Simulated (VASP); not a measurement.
Here is a VASP 6.6.1 calculation.

File INCAR:

```
SYSTEM = NaI
PREC     = Accurate       ! precision mode
ENCUT    = 500            ! plane-wave cutoff, eV
EDIFF    = 1E-6           ! SCF threshold, eV
ISMEAR   = 0              ! smearing method
SIGMA    = 0.02           ! smearing width, eV
LREAL    = .FALSE.        ! projectors in reciprocal space
LASPH    = .TRUE.         ! aspherical terms in the spheres
NELM     = 120            ! most SCF steps
ALGO     = Normal         ! electronic algorithm
ISIF     = 2              ! what is computed and relaxed
LWAVE    = .FALSE.        ! write WAVECAR
LCHARG   = .FALSE.        ! write CHGCAR
GGA      = PS             ! functional
NBANDS   = 14             ! bands
GGA_COMPAT= .FALSE.
```

Contents of KPOINTS:

```
Automatic mesh
0
G
  6 6 6
  0 0 0
```

POSCAR

```
NaI
1.0
    0.0000000000      3.1983207018      3.1983207018
    3.1983207018      0.0000000000      3.1983207018
    3.1983207018      3.1983207018      0.0000000000
Na I
1 1
Direct
    0.0000000000      0.0000000000      0.0000000000
    0.5000000000      0.5000000000      0.5000000000
```

Potentials or basis: VASP PAW PBE potentials, release 64 (Na_pv, I).

The run is started by

```sh
$ cat potpaw_PBE.64/Na_pv/POTCAR potpaw_PBE.64/I/POTCAR > POTCAR
$ mpirun -np 1 vasp_std > vasp.out
```

(1) What does it give for the band gap on the k mesh?

(2) Estimate the pressure.

## Answers

(1) 3.60 eV.

(2) 0.1 GPa.

Caveat: the PAW data sets were made with another functional, which shifts forces and pressure a little; spin-orbit coupling is left out, which moves the levels of the heavy elements.
